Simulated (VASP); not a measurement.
The system is Be3Sn.

```
CELL_PARAMETERS angstrom
-1.75954 1.75954 3.93040
1.75954 -1.75954 3.93040
1.75954 1.75954 -3.93040
ATOMIC_POSITIONS crystal
Be 0.50000 0.50000 0.00000
Be 0.25000 0.75000 0.50000
Be 0.75000 0.25000 0.50000
Sn 0.00000 0.00000 0.00000
```

| Item | Value |
| --- | --- |
| Program | VASP 6.6.1 |
| Task | relaxation of cell and atoms |
| Functional | PBE |
| Potentials or basis | VASP PAW PBE potentials, release 64 (Be, Sn_d) |
| Cutoff | 600 eV |
| k mesh | 8 × 8 × 8 |
| Occupations | gaussian, width 0.1 eV |
| Spin | no spin polarisation |

At the start: pressure 7.9 GPa; volume 12.17 Å³/atom.

Q: How do energy, volume and symmetry change on relaxing?

A: Over 5 steps the energy falls by 69.8 meV/atom and the volume is 12.99 Å³/atom (+6.8 %); space group I4/mmm (No. 139, to 0.05 Å).

The path:
```csv
step,energy change (eV),largest force (eV/Å),pressure (GPa),volume (Å³)
1,0.0000,0.0000,7.95,48.67
2,-0.2484,0.0000,-1.55,52.97
3,-0.2509,0.0000,-2.42,53.49
4,-0.2774,0.0000,-0.76,52.35
5,-0.2793,0.0000,-0.17,51.97
```

Final structure:
```
Be Sn
1.0
    -1.86450    1.86450    3.73731
     1.86450   -1.86450    3.73731
     1.86450    1.86450   -3.73731
Be Sn
3 1
Direct
  0.50000 0.50000 0.00000
  0.25000 0.75000 0.50000
  0.75000 0.25000 0.50000
  0.00000 0.00000 0.00000
```
